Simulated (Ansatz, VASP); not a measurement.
**CdSe in VASP and in Ansatz**

```
CELL_PARAMETERS angstrom
3.03611 3.03611 0.00000
-3.03611 3.03611 0.00000
0.00000 3.03611 3.10923
ATOMIC_POSITIONS crystal
Cd 0.00000 0.00000 0.00000
Se 0.75000 0.25000 0.50000
```

Change from the starting cell: film at in-plane strain -0.01.

Alike in both runs: task single point; functional r2SCAN; k mesh 6 × 6 × 6; no spin polarisation.

|  | VASP | Ansatz |
| --- | --- | --- |
| version | VASP 6.6.1 | Ansatz 0.2.0 |
| potentials or method | VASP PAW PBE potentials, release 64 (Cd, Se) | PAW with Ansatz's default frozen-core files, scalar-relativistic |
| plane-wave cutoff (eV) | 520 | 500 |
| occupations | gaussian, width 0.01 eV | fixed |
| valence electrons in the cell | 18 | 36 |

Ansatz gave:

| Item | Value |
| --- | --- |
| gap on the k mesh at the Fermi level (eV) | 1.02 |
| pressure (GPa) | 0.3 |
| traceless stress, the component that is largest in VASP (GPa) | -0.28 |

Question: Which values does VASP return?

Answer: gap on the k mesh at the Fermi level (eV): 1.02; pressure (GPa): 0.6; traceless stress, the component that is largest in VASP (GPa): -0.28.

VASP's potentials were made for PBE, not for r2SCAN. VASP's potentials hold 18 valence electrons a cell and Ansatz's 36, so a difference there can come from the potentials and not from the codes.
